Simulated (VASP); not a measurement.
A run of VASP 6.6.1 is set up as follows.

File INCAR:

```
SYSTEM = Al
ALGO = Fast
EDIFF = 1E-6
EDIFFG = -0.01
ENCUT = 520
GGA = PE
IBRION = 2
ISIF = 2
ISMEAR = -1
LASPH = .True.
LCHARG = .False.
LREAL = .False.
LWAVE = .False.
NELM = 80
NSW = 60
PREC = Accurate
SIGMA = 0.05
```

The input KPOINTS:

```
k-points
0
Gamma
  11 11 6
  0 0 0
```

The input POSCAR:

```
Al
1.0
    2.8124553515     -0.0140622768      0.0000000000
   -1.4184059646      2.4426889198      0.0000000000
    0.0000000000      0.0000000000      4.8668500000
Al
2
Direct
    0.3333333333      0.6666666667      0.2500000000
    0.6666666667      0.3333333333      0.7500000000
```

Potentials or basis: VASP PAW PBE potentials, release 64 (Al).

Launch:

```sh
$ cat potpaw_PBE.64/Al/POTCAR > POTCAR
$ mpirun -np 1 vasp_std > vasp.out
```

Task: What does it give for the band gap on the k mesh?

Result: Zero (band 3 reaches 11.37 eV, above the bottom of band 4 at 4.90 eV).

Stress tensor (GPa, compression positive):
```
 1.64  0.51  0.00
 0.51  1.66  0.00
 0.00  0.00 -2.85
```

Caveat: the relaxation stopped at its first step, so nothing moved.
